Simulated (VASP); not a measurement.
Crystal: MnSb.

```
CELL_PARAMETERS angstrom
4.15000 0.00000 0.00000
-2.07500 3.59401 0.00000
0.00000 0.00000 5.78000
ATOMIC_POSITIONS crystal
Sb 0.66667 0.33333 0.75000
Sb 0.33333 0.66667 0.25000
Mn 0.00000 0.00000 0.50000
Mn 0.00000 0.00000 0.00000
```

Program: VASP 6.6.1. Alike in all runs: task single point; cell as given; cutoff (eV) 520; smearing fermi-dirac 0.05 eV.

Task: Order these runs on this cell by their pressure, lowest first.
A. level PBE; potentials or basis VASP PAW PBE potentials, release 64 (Sb, Mn_pv); spin collinear, ferromagnetic start; k mesh 5 × 5 × 4
B. level LDA+U; potentials or basis VASP PAW LDA potentials, release 64 (Sb, Mn_pv); spin collinear, ferromagnetic start; U Mn d U = 4.5 eV; k mesh 7 × 7 × 5
C. level PBEsol; potentials or basis VASP PAW PBE potentials, release 64 (Sb, Mn_pv); spin off; k mesh 7 × 7 × 5
D. level PBEsol; potentials or basis VASP PAW PBE potentials, release 64 (Sb, Mn_pv); spin collinear, ferromagnetic start; k mesh 7 × 7 × 5
E. level PBEsol; potentials or basis VASP PAW PBE potentials, release 64 (Sb, Mn_pv); spin collinear, ferromagnetic start; fixed moment (μB) 16.0; k mesh 6 × 6 × 4

Result: C (-20.0 GPa), D (-7.1 GPa), A (-3.3 GPa), B (1.4 GPa), E (39.8 GPa).

Caveats: the PAW data sets were made with another functional, which shifts forces and pressure a little (some runs); the total moment is fixed, so each spin has its own Fermi level (some runs); the U is typed as a test and isn't derived for this compound (some runs).
